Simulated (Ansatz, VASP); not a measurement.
# One calculation of BaTiO3, two programs

```
CELL_PARAMETERS angstrom
3.97275 0.00000 0.00000
0.00000 3.97275 0.00000
0.00000 0.00000 4.29642
ATOMIC_POSITIONS crystal
Ba 0.50000 0.50000 0.59645
Ti 0.00000 0.00000 0.11367
O 0.00000 0.50000 0.05942
O 0.50000 0.00000 0.05942
O 0.00000 0.00000 0.53103
```

Change from the starting cell: strain along c alone, the other axes held, atoms relaxed: +4.5 %.

Alike in both runs: functional r2SCAN; k mesh 8 × 8 × 8; occupations gaussian, width 0.02 eV; no spin polarisation.

Ansatz relaxed the structure, and its values are those at the end. VASP's run is a single point on that final structure, the one shown.

```csv
,VASP,Ansatz
version,VASP 6.6.1,Ansatz 0.2.0
potentials or method,"VASP PAW PBE potentials, release 64 (Ba_sv, Ti_sv, O), cutoff 520 eV","scalar-relativistic, plane waves, PAW"
valence electrons in the cell,40,40
```

```csv
,VASP,Ansatz,Ansatz less VASP
gap on the k mesh at the Fermi level (eV),2.20,2.21,+0.009
least direct gap on the mesh (eV),2.85,2.84,-0.008
pressure (GPa),-1.9,-3.7,-1.71
rms of the force components (eV/Å),0.072,0.000,-0.0720
```

VASP's potentials were made for PBE, not for r2SCAN. Ansatz's warnings: stress scf threshold loose.

Neither program's run includes spin-orbit coupling.
